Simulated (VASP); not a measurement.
# Al3BP4 in VASP: further runs, part 2 of 2

VASP 6.6.1. The steps go on from the part before.

## Step 3: Single point, PBE

This run uses another cell than the first one, of the same volume but with other edges.

INCAR reads:

```
ALGO = Normal ; EDIFF = 1E-6
ENCUT = 520 ; GGA = PE
ISIF = 2 ; ISMEAR = 0
LASPH = True ; LCHARG = False
LREAL = False ; LWAVE = False
NBANDS = 26 ; NELM = 80
PREC = Accurate ; SIGMA = 0.2
```

KPOINTS reads:

```
k-points
0
Gamma
  5 5 5
```

POSCAR reads:

```
Al3BP4
1.0
   -2.6388675357      2.6388675357      5.2466292834
    2.6388675357     -2.6388675357      5.2466292834
    2.6388675357      2.6388675357     -5.2466292834
Al B P
3 1 4
Direct
    0.2500000000      0.7500000000      0.5000000000
    0.7500000000      0.2500000000      0.5000000000
    0.5000000000      0.5000000000      0.0000000000
    0.0000000000      0.0000000000      0.0000000000
    0.1046809942      0.1046809942      0.4374177730
    0.6672632212      0.6672632212      0.5625822270
    0.3327367788      0.8953190058      0.0000000000
    0.8953190058      0.3327367788      0.0000000000
```

Potentials or basis: VASP PAW PBE potentials, release 64 (Al, B, P).

Run with:

```sh
$ cat potpaw_PBE.64/Al/POTCAR potpaw_PBE.64/B/POTCAR potpaw_PBE.64/P/POTCAR > POTCAR
$ mpirun -np 1 vasp_std > vasp.out
```

OUTCAR:

```text
EDIFF = 1E-6
   ENCUT = 520
   GGA = PE
   ISIF = 2
   ISMEAR = 0
   LASPH = True
   LREAL = False
   NELM = 80
   PREC = Accurate

 ion  position               nearest neighbor table
   1  0.250  0.750  0.500-   6 2.36   7 2.36   5 2.36   8 2.36
   2  0.750  0.250  0.500-   6 2.36   8 2.36   5 2.36   7 2.36
   3  0.500  0.500  0.000-   6 2.42   7 2.42   8 2.42   5 2.42
   4  0.000  0.000  0.000-   5 2.02   6 2.02   7 2.02   8 2.02
   5  0.105  0.105  0.437-   4 2.02   2 2.36   1 2.36   3 2.42
   6  0.667  0.667  0.563-   4 2.02   2 2.36   1 2.36   3 2.42
   7  0.333  0.895  0.000-   4 2.02   1 2.36   2 2.36   3 2.42
   8  0.895  0.333  0.000-   4 2.02   2 2.36   1 2.36   3 2.42

  LATTYP: Found a body centered tetragonal cell.
 ALAT       =     5.2777350714
 C/A-ratio  =     1.9882124481

  Lattice vectors:

 A1 = (  -2.6388675357,   2.6388675357,   5.2466292834)
 A2 = (   2.6388675357,  -2.6388675357,   5.2466292834)
 A3 = (   2.6388675357,   2.6388675357,  -5.2466292834)

Analysis of symmetry for initial positions (statically):
=====================================================================
 Subroutine PRICEL returns:
 Original cell was already a primitive cell.

 Routine SETGRP: Setting up the symmetry group for a
 body centered tetragonal supercell.

 Subroutine GETGRP returns: Found  8 space group operations
 (whereof  8 operations were pure point group operations)
 out of a pool of 16 trial point group operations.

The static configuration has the point symmetry D_2d.

Analysis of symmetry for dynamics (positions and initial velocities):
=====================================================================
 Subroutine PRICEL returns:
[... 133 lines left out ...]
     AMIX     =   0.40;   BMIX     =  1.00
     AMIX_MAG =   1.60;   BMIX_MAG =  1.00
  volume/ion in A,a.u.               =      18.27       123.28
  Fermi-wavevector in a.u.,A,eV,Ry     =   0.986733  1.864655 13.247203  0.973642
  Thomas-Fermi vector in A             =   2.118135
   LORBIT       =      0    0 simple, 1 ext, 2 COOP (PROOUT), +10 PAW based schemes
   GGA     = PE    functional components
   LHFCALC =     F    Hartree Fock is set to
   AEXX    =    0.0000 exact exchange contribution
   IVDW    =     0    specifies the selected vdW correction
   LEPSILON=     F    determine dielectric tensor
   LRPA    =     F    only Hartree local field effects (RPA)
 non-spin polarized calculation
 Gauss-broadening in eV      SIGMA  =   0.20
  energy-cutoff  :      520.00
  volume of cell :      146.14
 maximum number of plane-waves:      3948
   NGX = 23   NGY = 23   NGZ = 23

 number of electron      32.0000000 magnetization

 Free energy of the ion-electron system (eV)
  ---------------------------------------------------
  ext. energy  EPLUGINS =         0.00000000
  ---------------------------------------------------
  free energy    TOTEN  =       -43.15000202 eV

  energy without entropy =      -43.15000128  energy(sigma->0) =      -43.15000165

 E-fermi :   5.7937     XC(G=0):  -9.5167

 val. band max:        5.2102757626   @ k =   0.0000   0.0000   0.0000
 cond. band min:       6.3530828340   @ k =   0.0000   0.0000   0.0000
 fundamental gap:      1.1428070714
 Fermi energy:         5.7937473067

 k-point     1 :       0.0000    0.0000    0.0000
  band No.  band energies     occupation
      1      -7.3549      2.00000
      2      -4.4062      2.00000
      3      -4.2672      2.00000
      4      -4.2672      2.00000
      5      -2.0635      2.00000
      6      -0.0160      2.00000
[... 511 lines left out ...]
     25      10.9934      0.00000
     26      10.9934      0.00000

------------------------ aborting loop because EDIFF is reached ----------------------------------------

  FORCE on cell =-STRESS in cart. coord.  units (eV):
  Direction    XX          YY          ZZ          XY          YZ          ZX
  --------------------------------------------------------------------------------------
  -------------------------------------------------------------------------------------
  Total       -0.0194371     -0.0194371     -0.1862126      0.0000000     -0.0000000      0.0000000
  in kB       -0.2130922     -0.2130922     -2.0414754      0.0000000     -0.0000000      0.0000000
  external PRESSURE =      -0.8225533 kB  Pullay stress =       0.0000000 kB

 VOLUME and BASIS-vectors are now :
 -----------------------------------------------------------------------------
  energy-cutoff  :      520.00
  volume of cell :      146.14
      direct lattice vectors                 reciprocal lattice vectors
    -2.638867536  2.638867536  5.246629283     0.000000000  0.189475217  0.095299281
     2.638867536 -2.638867536  5.246629283     0.189475217  0.000000000  0.095299281
     2.638867536  2.638867536 -5.246629283     0.189475217  0.189475217  0.000000000

 POSITION                                       TOTAL-FORCE (eV/Angst)
 -----------------------------------------------------------------------------------
      2.63887      0.00000      2.62331        -0.000000      0.000000      0.000000
      0.00000      2.63887      2.62331        -0.000000      0.000000      0.000000
      0.00000      0.00000      5.24663        -0.000000      0.000000     -0.000000
      0.00000      0.00000      0.00000        -0.000000      0.000000      0.000000
      1.15429      1.15429     -1.19652        -0.003846     -0.003846      0.010481
      1.48458      1.48458      4.05011         0.003846      0.003846      0.010481
      1.48458     -1.48458      6.44315         0.003846     -0.003846     -0.010481
     -1.48458      1.48458      6.44315        -0.003846      0.003846     -0.010481
 -----------------------------------------------------------------------------------
    total drift:                                0.000000      0.000000      0.000001

  FREE ENERGIE OF THE ION-ELECTRON SYSTEM (eV)
  ---------------------------------------------------
  free  energy   TOTEN  =       -43.1500020210 eV

  energy  without entropy=      -43.1500012801  energy(sigma->0) =      -43.15000165
```

OSZICAR:

```text
N       E                     dE             d eps       ncg     rms          rms(c)
DAV:   1     0.831002116382E+02    0.83100E+02   -0.12418E+04   936   0.103E+03
DAV:   2    -0.372753034859E+02   -0.12038E+03   -0.11173E+03  1226   0.155E+02
DAV:   3    -0.443874238224E+02   -0.71121E+01   -0.70411E+01  1236   0.377E+01
DAV:   4    -0.444930668509E+02   -0.10564E+00   -0.10548E+00  1148   0.560E+00
DAV:   5    -0.444955748555E+02   -0.25080E-02   -0.25069E-02  1228   0.853E-01    0.974E+00
DAV:   6    -0.433359243507E+02    0.11597E+01   -0.14694E+00  1042   0.557E+00    0.602E+00
DAV:   7    -0.431513317598E+02    0.18459E+00   -0.84652E-01  1188   0.382E+00    0.251E+00
DAV:   8    -0.431482271063E+02    0.31047E-02   -0.51742E-02  1134   0.128E+00    0.567E-01
DAV:   9    -0.431495663550E+02   -0.13392E-02   -0.12023E-02  1056   0.578E-01    0.208E-01
DAV:  10    -0.431499600732E+02   -0.39372E-03   -0.29362E-03  1104   0.234E-01    0.114E-01
DAV:  11    -0.431499447958E+02    0.15277E-04   -0.19771E-04  1160   0.660E-02    0.617E-02
DAV:  12    -0.431499967456E+02   -0.51950E-04   -0.62842E-05  1012   0.378E-02    0.141E-02
DAV:  13    -0.431500013510E+02   -0.46054E-05   -0.10724E-05  1166   0.164E-02    0.826E-03
DAV:  14    -0.431500020210E+02   -0.66994E-06   -0.12141E-06   652   0.510E-03
   1 F= -.43150002E+02 E0= -.43150002E+02  d E =-.740875E-06
```

Run time: 46 s. Hardware: 1 thread of Intel Xeon 6975P-C (Granite Rapids), shared host; peak memory 0.33 GiB.

What came out:

```yaml
Free_energy: -43.1500 eV
Pressure: -0.1 GPa
Largest_force: 0.012 eV/Å
Band_gap_on_the_k_mesh: 1.14 eV
```

Forces on the atoms (eV/Å):
```
Al   0.000  0.000  0.000
Al   0.000  0.000  0.000
Al   0.000  0.000  0.000
B    0.000  0.000  0.000
P   -0.004 -0.004  0.010
P    0.004  0.004  0.010
P    0.004 -0.004 -0.010
P   -0.004  0.004 -0.010
```

Levels at points of the mesh, in eV from the valence-band top:
```csv
k point,band 12,band 13,band 14,band 15,band 16,band 17,band 18,band 19,band 20,band 21
"(0.00, 0.00, 0.00)",-2.29,-2.29,-0.13,0.00,0.00,1.14,1.87,3.57,3.60,3.60
```

Caveat: an odd mesh through Γ misses points on the zone boundary, where band edges can lie.

## Step 4: Single point, PBE

INCAR reads:

```
ALGO = Normal ; EDIFF = 1E-7
ENCUT = 520 ; GGA = PE
ISIF = 2 ; ISMEAR = 0
LASPH = T ; LCHARG = T
LELF = T ; LREAL = F
LVHAR = T ; LWAVE = F
NBANDS = 26 ; NELM = 60
PREC = Accurate ; SIGMA = 0.1
```

KPOINTS reads:

```
k-points
0
Gamma
  4 4 4
```

POSCAR reads:

```
Al3BP4
1.0
    5.2783769198     -0.0002912176      0.0002407476
   -0.0003031446      5.2788619080     -0.0000682623
   -2.6388370960     -2.6393725156      5.2369079817
Al B P
3 1 4
Direct
    0.7499916162      0.2499743970      0.5001050225
    0.2499578569      0.7499058193      0.4999845381
    0.5000877979      0.5000807925      0.9999670071
    0.0000717825      0.0000781217      0.0000455639
    0.1050371453      0.1049645975      0.7720057090
    0.6670429851      0.6670891094      0.7719549582
    0.8949558351      0.3329042354      0.2279842551
    0.3328549811      0.8950029273      0.2279529460
```

Run with:

```sh
$ cat potpaw_PBE.64/Al/POTCAR potpaw_PBE.64/B/POTCAR potpaw_PBE.64/P/POTCAR > POTCAR
$ mpirun -np 1 vasp_std > vasp.out
```

Run time: 73 s. Hardware: 1 thread of Intel Xeon 6975P-C (Granite Rapids), shared host; peak memory 0.32 GiB.

It converged, with:

```
Free energy            : -43.1476 eV
Pressure               : 0.1 GPa
Largest force          : 0.036 eV/Å
Band gap on the k mesh : 1.13 eV
```

Forces on the atoms (eV/Å):
```
Al   0.001  0.000 -0.005
Al   0.000  0.002 -0.003
Al  -0.004 -0.002  0.001
B   -0.003 -0.001 -0.003
P   -0.023 -0.021  0.010
P    0.025  0.023  0.011
P    0.023 -0.022 -0.007
P   -0.018  0.022 -0.004
```

Levels at points of the mesh, in eV from the valence-band top:
```
           k point  band 13  band 14  band 15  band 16  band 17  band 18  band 19  band 20
(0.00, 0.00, 0.00)    -2.30    -0.12     0.00     0.00     1.13     1.86     3.59     3.61
(0.50, 0.00, 0.00)    -1.96    -1.85    -1.23    -0.99     3.02     3.30     3.83     3.87
(0.00, 0.50, 0.00)    -1.96    -1.85    -1.23    -0.99     3.02     3.30     3.83     3.87
(0.50, 0.50, 0.00)    -1.22    -0.88    -0.74    -0.59     1.88     3.07     3.12     3.88
(0.00, 0.00, 0.50)    -1.69    -1.69    -1.21    -1.21     1.53     1.53     1.88     2.25
(0.50, 0.00, 0.50)    -1.96    -1.85    -1.23    -0.99     3.02     3.30     3.83     3.87
(0.00, 0.50, 0.50)    -1.96    -1.85    -1.23    -0.99     3.02     3.30     3.83     3.87
(0.50, 0.50, 0.50)    -1.22    -0.88    -0.74    -0.59     1.88     3.07     3.12     3.88
```

## Step 5: Relaxation of cell and atoms, PBE

This run uses another cell than the first one, of 16.58 Å³/atom.

INCAR reads:

```
ALGO = Normal
EDIFF = 1E-7
EDIFFG = -0.08
ENCUT = 600
GGA = PE
IBRION = 2
ISIF = 3
ISMEAR = 0
LASPH = True
LCHARG = False
LREAL = False
LWAVE = False
NELM = 80
NSW = 36
PREC = Accurate
SIGMA = 0.2
```

KPOINTS reads:

```
k-points
0
Gamma
  5 5 5
```

POSCAR reads:

```
Al3BP4
1.0
   -2.5500000000      2.5500000000      5.1000000000
    2.5500000000     -2.5500000000      5.1000000000
    2.5500000000      2.5500000000     -5.1000000000
Al B P
3 1 4
Direct
    0.2500000000      0.7500000000      0.5000000000
    0.7500000000      0.2500000000      0.5000000000
    0.5000000000      0.5000000000      0.0000000000
    0.0000000000      0.0000000000      0.0000000000
    0.1150000000      0.1150000000      0.4600000000
    0.6550000000      0.6550000000      0.5400000000
    0.3450000000      0.8850000000      0.0000000000
    0.8850000000      0.3450000000      0.0000000000
```

Run with:

```sh
$ cat potpaw_PBE.64/Al/POTCAR potpaw_PBE.64/B/POTCAR potpaw_PBE.64/P/POTCAR > POTCAR
$ mpirun -np 1 vasp_std > vasp.out
```

It took 3.7 min on 1 thread of Intel Xeon 6975P-C (Granite Rapids), shared host; peak memory 0.39 GiB.

Results (log left out):

* Free energy: -43.1490 eV
* Relaxed volume: 18.19 Å³/atom
* Relaxed cell: a = 6.432 Å, b = 6.432 Å, c = 6.432 Å, α = 131.65°, β = 131.65°, γ = 70.78°
* Space group after relaxing (to 0.1 Å): I-42m (No. 121)
* Energy gained by relaxing: 83.9 meV/atom
* Ionic steps: 6
* Pressure after relaxing: 0.3 GPa
* Largest force after relaxing: 0.072 eV/Å
* Band gap on the k mesh: 1.12 eV

Forces in eV/Å, atoms in the order of the input:
```
Al   0.000  0.000  0.000
Al   0.000  0.000  0.000
Al   0.000  0.000  0.000
B    0.000  0.000  0.000
P   -0.017 -0.017 -0.067
P    0.017  0.017 -0.067
P    0.017 -0.017  0.067
P   -0.017  0.017  0.067
```

Stress tensor (GPa, compression positive):
```
0.42 0.00 0.00
0.00 0.42 0.00
0.00 0.00 0.15
```

Step by step:
```csv
step,energy change (eV),largest force (eV/Å),pressure (GPa),volume (Å³)
1,0.0000,1.3826,12.00,132.65
2,-0.4067,0.2017,-6.43,157.95
3,-0.6213,0.5203,-0.95,147.71
4,-0.6213,0.5335,-0.74,147.40
5,-0.6631,0.2299,-0.12,146.25
6,-0.6708,0.0719,0.33,145.52
```

Final structure:
```cif
data_structure
_symmetry_space_group_name_H-M 'P 1'
_symmetry_Int_Tables_number 1
_cell_length_a 6.4321
_cell_length_b 6.4321
_cell_length_c 6.4321
_cell_angle_alpha 131.653
_cell_angle_beta 131.653
_cell_angle_gamma 70.777
_cell_volume 145.52
loop_
_atom_site_label
_atom_site_type_symbol
_atom_site_fract_x
_atom_site_fract_y
_atom_site_fract_z
_atom_site_occupancy
Al1 Al 0.25000 0.75000 0.50000 1
Al2 Al 0.75000 0.25000 0.50000 1
Al3 Al 0.50000 0.50000 0.00000 1
B1 B 0.00000 0.00000 0.00000 1
P1 P 0.10548 0.10548 0.43802 1
P2 P 0.66746 0.66746 0.56198 1
P3 P 0.33254 0.89452 0.00000 1
P4 P 0.89452 0.33254 0.00000 1
```

Levels at points of the mesh, in eV from the valence-band top:
| k point | band 14 | band 15 | band 16 | band 17 | band 18 | band 19 |
| --- | --- | --- | --- | --- | --- | --- |
| (0.00, 0.00, 0.00) | -0.14 | 0.00 | 0.00 | 1.12 | 1.87 | 3.60 |

Caveat: an odd mesh through Γ misses points on the zone boundary, where band edges can lie; the relaxation stopped at a loose force limit of 0.08 eV/Å, so its end isn't a converged minimum.

## Step 6: Overview

| task | cell | k mesh | cutoff (eV) | smearing | gap on the mesh (eV) | pressure (GPa) | largest force (eV/Å) |
| --- | --- | --- | --- | --- | --- | --- | --- |
| single point | a = 5.283, b = 5.283, c = 6.433 Å, angles 114.2, 114.2, 90.0°, 8 atoms, atomic positions A | 4 × 4 × 4 | 520 | gaussian 0.1 eV | 1.13 | -0.1 | 0.01 |
| single point | a = 6.439 Å, angles 131.6, 131.6, 70.8°, 8 atoms, atomic positions B | 5 × 5 × 5 | 520 | gaussian 0.2 eV | 1.14 | -0.1 | 0.01 |
| single point | a = 5.278, b = 5.279, c = 6.431 Å, angles 114.2, 114.2, 90.0°, 8 atoms, atomic positions A | 4 × 4 × 4 | 520 | gaussian 0.1 eV | 1.13 | 0.1 | 0.04 |
| relaxation of cell and atoms | relaxed from a = 6.246 Å, angles 131.8, 131.8, 70.5°, 8 atoms, atomic positions C | 5 × 5 × 5 | 600 | gaussian 0.2 eV | 1.12 | 0.3 | 0.07 |

Alike in all rows: level PBE; potentials or basis VASP PAW PBE potentials, release 64 (Al, B, P); no spin polarisation.

Caveats: an odd mesh through Γ misses points on the zone boundary, where band edges can lie (at least some runs); the relaxation stopped at a loose force limit of 0.08 eV/Å, so its end isn't a converged minimum (at least some runs).

Absolute energies hang on the potentials; compare differences alone.
